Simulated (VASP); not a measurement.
Here is a VASP 6.6.1 calculation.

INCAR

```
SYSTEM = Sn5Se2S3
PREC = Accurate
ENCUT = 520
EDIFF = 1E-7
ISMEAR = 0
SIGMA = 0.2
LREAL = .FALSE.
LASPH = .TRUE.
NELM = 100
ALGO = Normal
ISIF = 2
LWAVE = .FALSE.
LCHARG = .FALSE.
GGA = PE
NBANDS = 61
```

File KPOINTS:

```
regular mesh
0
G
  6 6 6
  0 0 0
```

The input POSCAR:

```
Sn5Se2S3
1.0
    0.0000000000     -4.2020662000      0.0000000000
    4.2020662000      0.0000000000      0.0000000000
   -2.1010331000      2.1010331000     14.8301465000
Sn Se S
5 2 3
Direct
    0.6971790000      0.6971790000      0.3943580000
    0.3028210000      0.3028210000      0.6056420000
    0.9024140000      0.9024140000      0.8048280000
    0.5000000000      0.5000000000      0.0000000000
    0.0975860000      0.0975860000      0.1951720000
    0.8006660000      0.8006660000      0.6013320000
    0.1993340000      0.1993340000      0.3986680000
    0.4016530000      0.4016530000      0.8033060000
    0.0000000000      0.0000000000      0.0000000000
    0.5983470000      0.5983470000      0.1966940000
```

Potentials or basis: VASP PAW PBE potentials, release 64 (Sn_d, Se, S).

Command:

```console
$ cat potpaw_PBE.64/Sn_d/POTCAR potpaw_PBE.64/Se/POTCAR potpaw_PBE.64/S/POTCAR > POTCAR
$ mpirun -np 1 vasp_std > vasp.out
```

Q: What does it give for the largest force?

A: 0.028 eV/Å.

Q: Estimate the pressure.

A: -0.2 GPa.

Forces on the atoms (eV/Å):
```
Sn   0.000  0.000 -0.028
Sn   0.000  0.000  0.028
Sn   0.000  0.000  0.020
Sn   0.000  0.000  0.000
Sn   0.000  0.000 -0.020
Se   0.000  0.000 -0.013
Se   0.000  0.000  0.013
S    0.000  0.000 -0.019
S    0.000  0.000  0.000
S    0.000  0.000  0.019
```
